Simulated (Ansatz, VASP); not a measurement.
**Ge: VASP beside Ansatz**

Contents of POSCAR:

```
Ge
1.0
   -1.6295858483      1.6295858483      1.8978299320
    1.6295858483     -1.6295858483      1.8978299320
    1.6295858483      1.6295858483     -1.8978299320
Ge
1
Direct
    0.5000000000      0.5000000000      0.0000000000
```

File INCAR.step1:

```
SYSTEM = Ge
PREC = Accurate
ENCUT = 520
EDIFF = 1E-5
ISMEAR = -1
SIGMA = 0.05
LREAL = .FALSE.
LASPH = .TRUE.
NELM = 60
ALGO = Normal
ISIF = 2
LWAVE = .TRUE.
LCHARG = .FALSE.
NBANDS = 13
GGA = PE
```

The input INCAR.step2:

```
SYSTEM = Ge
PREC = Accurate
ENCUT = 520
EDIFF = 1E-6
ISMEAR = -1
SIGMA = 0.05
LREAL = .FALSE.
LASPH = .TRUE.
NELM = 60
ALGO = Normal
ISIF = 2
LWAVE = .FALSE.
LCHARG = .FALSE.
GGA = PE
LHFCALC = .TRUE.
HFSCREEN = 0.2079
PRECFOCK = Normal
NBANDS = 13
ISTART = 1
```

The input KPOINTS:

```
regular mesh
0
G
  6 6 6
  0 0 0
```

input.yaml

```yaml
crystal:
  lattice:
    - [-1.6295858483, 1.6295858483, 1.897829932]
    - [1.6295858483, -1.6295858483, 1.897829932]
    - [1.6295858483, 1.6295858483, -1.897829932]
  atoms:
    - { symbol: Ge, position: [0.5, 0.5, 0.0] }
hamiltonian:
  xc: hse06
  pseudopotentials: { kind: paw }
kpoints:
  mp_grid: { grid: [6, 6, 6] }
scf:
  occupations: { method: fermi_dirac, width: 0.05 }
output:
  forces: true
  stress: true
  eigenvalues: true
  write_density: true
  write_potential: true
  elf: true
  volumetric_format: npy
```

Alike in both runs: task single point; functional HSE06; k mesh 6 × 6 × 6; occupations fermi-dirac, width 0.05 eV; no spin polarisation.

|  | VASP | Ansatz |
| --- | --- | --- |
| version | VASP 6.6.1 | Ansatz 0.2.0 |
| potentials or method | VASP PAW PBE potentials, release 64 (Ge_d) | Ansatz PAW |
| plane-wave cutoff (eV) | 520 | 420 |
| valence electrons in the cell | 14 | 14 |

```tsv
	VASP	Ansatz	Ansatz less VASP
gap on the k mesh at the Fermi level (eV)	none	none	-
pressure (GPa)	-3.6	-3.8	-0.21
traceless stress, the component that is largest in VASP (GPa)	-6.30	-6.29	+0.009
```

A gap of «none» marks a metal or a gap that the smearing closes.

The k mesh is coarse, so the values compare programs but aren't converged.
